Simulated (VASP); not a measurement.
Wanted: the native input for a VASP 6.6.1 run.

```
Task                   : single point
Functional             : PBEsol
Dispersion             : D4
Potentials or basis    : VASP PAW PBE potentials, release 64 (In_d, Pd)
Cutoff                 : 520 eV
k mesh                 : 8 × 8 × 8
Occupations            : fermi-dirac, width 0.05 eV
Spin                   : no spin polarisation
Dipole correction      : no
Further INCAR settings : ALGO = Normal; EDIFF = 1e-06; NBANDS = 18
```

The structure of InPd lies in POSCAR:

```
InPd
1.0
    3.2276827540      0.0000000000      0.0000000000
    0.0000000000      3.2276827540      0.0000000000
    0.0000000000      0.0000000000      3.2276827540
In Pd
1 1
Direct
    0.0000000000      0.0000000000      0.0000000000
    0.5000000000      0.5000000000      0.5000000000
```

One way to write it, as run:

INCAR

```
ALGO = Normal ; EDIFF = 1E-6
ENCUT = 520 ; GGA = PS
ISIF = 2 ; ISMEAR = -1
IVDW = 13 ; LASPH = True
LCHARG = False ; LREAL = False
LWAVE = False ; NBANDS = 18
NELM = 80 ; PREC = Accurate
SIGMA = 0.05
```

KPOINTS

```
k-points
0
Gamma
  8 8 8
```

Potentials or basis: VASP PAW PBE potentials, release 64 (In_d, Pd).

The run is started by

```bash
$ cat potpaw_PBE.64/In_d/POTCAR potpaw_PBE.64/Pd/POTCAR > POTCAR
$ mpirun -np 1 vasp_std > vasp.out
```

Results of the run:

| Quantity | Value |
| --- | --- |
| Pressure | 0.2 GPa |
| Band gap on the k mesh | zero (an odd number of electrons rules out a gap without spin polarisation) |
| Dispersion energy per atom | -0.289 eV |

Caveat: the PAW data sets were made with another functional, which shifts forces and pressure a little; spin-orbit coupling is left out, which moves the levels of the heavy elements.

Run time: 10 s on 1 thread of Intel Xeon 8259CL (shared host), peak memory 0.15 GiB.
